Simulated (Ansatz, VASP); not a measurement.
## One calculation of CdSe, two programs

```
CELL_PARAMETERS angstrom
4.30098 0.00000 0.00000
-2.15049 3.72476 0.00000
0.00000 0.00000 7.05766
ATOMIC_POSITIONS crystal
Cd 0.33333 0.66667 0.00521
Cd 0.66667 0.33333 0.50521
Se 0.33333 0.66667 0.37979
Se 0.66667 0.33333 0.87979
```

Change from the starting cell: z stretched by +0.5 %, x and y held.

Alike in both runs: functional PBEsol; k mesh 6 × 6 × 4; no spin polarisation.

Ansatz relaxed the structure, and its values are those at the end. VASP's run is a single point on that final structure, the one shown.

```csv
,VASP,Ansatz
version,VASP 6.6.1,Ansatz 0.2.0
potentials or method,"VASP PAW PBE potentials, release 64 (Cd, Se), cutoff 520 eV","all-electron LAPW, scalar-relativistic"
occupations,"gaussian, width 0.01 eV",fixed
```

|  | VASP | Ansatz | Ansatz less VASP |
| --- | --- | --- | --- |
| gap on the k mesh at the Fermi level (eV) | 0.52 | 0.52 | 0.000 |
| pressure (GPa) | 0.1 | -0.2 | -0.31 |

VASP's potentials were made for PBE, not for PBEsol. Ansatz ran all-electron here, and VASP with PAW potentials.
